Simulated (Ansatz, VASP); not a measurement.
Two plane-wave programs on GaRh3C

```
Ga Rh C
1.0
     3.99324    0.00000    0.00000
     0.00000    3.99324    0.00000
     0.00000    0.00000    3.99324
Ga Rh C
1 3 1
Direct
  0.00000 0.00000 0.00000
  0.00000 0.50000 0.50000
  0.50000 0.00000 0.50000
  0.50000 0.50000 0.00000
  0.50000 0.50000 0.50000
```

Alike in both runs: task relaxation of cell and atoms; functional PBEsol; k mesh 10 × 10 × 10; occupations fermi-dirac, width 0.15 eV; no spin polarisation.

|  | VASP | Ansatz |
| --- | --- | --- |
| version | VASP 6.6.1 | Ansatz 0.2.0 |
| potentials or method | VASP PAW PBE potentials, release 64 (Ga_d, Rh_pv, C), cutoff 600 eV | scalar-relativistic, plane waves, PAW |
| valence electrons in the cell | 62 | 68 |

```csv
,VASP,Ansatz,Ansatz less VASP
"gap on the k mesh at the Fermi level, each at its own relaxed structure (eV)",none,none,-
relaxed volume (Å³/atom),12.75,12.75,0.000
relaxed cell length with the largest relative difference (Å),3.995,3.995,0.0000
```

VASP's potentials were made for PBE, not for PBEsol. A gap of «none» marks a metal or a gap that the smearing closes. VASP's potentials hold 62 valence electrons a cell and Ansatz's 68, so a difference there can come from the potentials and not from the codes.
